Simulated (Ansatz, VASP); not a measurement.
## Rh: VASP beside Ansatz

INCAR

```
PREC = Accurate ; ENCUT = 520
EDIFF = 1E-6 ; ISMEAR = 0
SIGMA = 0.15 ; LREAL = False
LASPH = True ; NELM = 60
ALGO = Fast ; ISIF = 2
LWAVE = False ; LCHARG = False
GGA = PS ; NBANDS = 22
```

Contents of KPOINTS:

```
Automatic mesh
0
Gamma
  24 24 14
```

File POSCAR:

```
Rh
1.0
    2.9038349716      0.0000000000      0.0000000000
   -1.4519174858      2.5147948538      0.0000000000
    0.0000000000      0.0000000000      4.5021810534
Rh
2
Direct
    0.6666666667      0.3333333333      0.7500000000
    0.3333333333      0.6666666667      0.2500000000
```

Input for Ansatz:

```yaml
crystal:
  lattice:
    - [2.9038349716, 0.0, 0.0]
    - [-1.4519174858, 2.5147948538, 0.0]
    - [0.0, 0.0, 4.5021810534]
  atoms:
    - { symbol: Rh, position: [0.6666666667, 0.3333333333, 0.75] }
    - { symbol: Rh, position: [0.3333333333, 0.6666666667, 0.25] }
basis:
  ecutwfc: 420
kpoints:
  mp_grid: { grid: [24, 24, 14] }
hamiltonian:
  xc: pbesol
scf:
  occupations: { method: gaussian, width: 0.15 }
output:
  forces: true
  stress: true
  eigenvalues: true
```

Change from the starting cell: strain +0.080 along x and y, +0.040 along z, atoms carried along.

Alike in both runs: task single point; functional PBEsol; k mesh 24 × 24 × 14; occupations gaussian, width 0.15 eV; no spin polarisation.

|  | VASP | Ansatz |
| --- | --- | --- |
| version | VASP 6.6.1 | Ansatz 0.2.0 |
| potentials or method | VASP PAW PBE potentials, release 64 (Rh_pv), cutoff 520 eV | scalar-relativistic, plane waves, PAW |
| valence electrons in the cell | 30 | 34 |

|  | VASP | Ansatz | Ansatz less VASP |
| --- | --- | --- | --- |
| gap on the k mesh at the Fermi level (eV) | none | none | - |
| pressure (GPa) | -33.8 | -33.7 | +0.14 |
| traceless stress, the component that is largest in VASP (GPa) | 2.20 | 2.16 | -0.031 |

VASP's potentials were made for PBE, not for PBEsol. A gap of «none» marks a metal or a gap that the smearing closes. Both programs put the cell under strong tension, so it lies far from rest at this level. VASP's potentials hold 30 valence electrons a cell and Ansatz's 34, so a difference there can come from the potentials and not from the codes.

Noted on VASP's run: the cell as given lies far from equilibrium.
